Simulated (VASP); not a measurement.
A run of VASP 6.6.1 is set up as follows.

INCAR

```
PREC = Accurate
ENCUT = 520
EDIFF = 1E-7
ISMEAR = -1
SIGMA = 0.08
LREAL = F
LASPH = T
NELM = 60
ALGO = Normal
ISIF = 2
LWAVE = F
LCHARG = F
LDIPOL = T
IDIPOL = 3
DIPOL = 0.5 0.5 0.500
GGA = PS
NBANDS = 36
```

Contents of KPOINTS:

```
Automatic mesh
0
Gamma
  14 14 1
```

File POSCAR:

```
Ir
1.0
    2.7091695293      0.0000000000      0.0000000000
   -1.3545847646      2.3462096355      0.0000000000
    0.0000000000      0.0000000000     27.0601000000
Ir
6
Direct
    0.1666666665      0.3333333335      0.2956375199
    0.5000000005      0.9999999995      0.3773825118
    0.8333333335      0.6666666665      0.4591275037
    0.1666666665      0.3333333335      0.5408724956
    0.5000000005      0.9999999995      0.6226174882
    0.8333333335      0.6666666665      0.7043624801
```

Potentials or basis: VASP PAW PBE potentials, release 64 (Ir).

Command:

```console
$ cat potpaw_PBE.64/Ir/POTCAR > POTCAR
$ mpirun -np 1 vasp_std > vasp.out
```

Q: Estimate the band gap on the k mesh.

A: Zero (bands 27 and 28 overlap by 2.22 eV).

Q: Predict the largest force.

A: 0.440 eV/Å.

Forces on the atoms (eV/Å):
```
Ir   0.000  0.000  0.440
Ir   0.000  0.000 -0.327
Ir   0.000  0.000 -0.196
Ir   0.000  0.000  0.196
Ir   0.000  0.000  0.327
Ir   0.000  0.000 -0.440
```

Caveat: the PAW data sets were made with another functional, which shifts forces and pressure a little; spin-orbit coupling is left out, which moves the levels of the heavy elements.
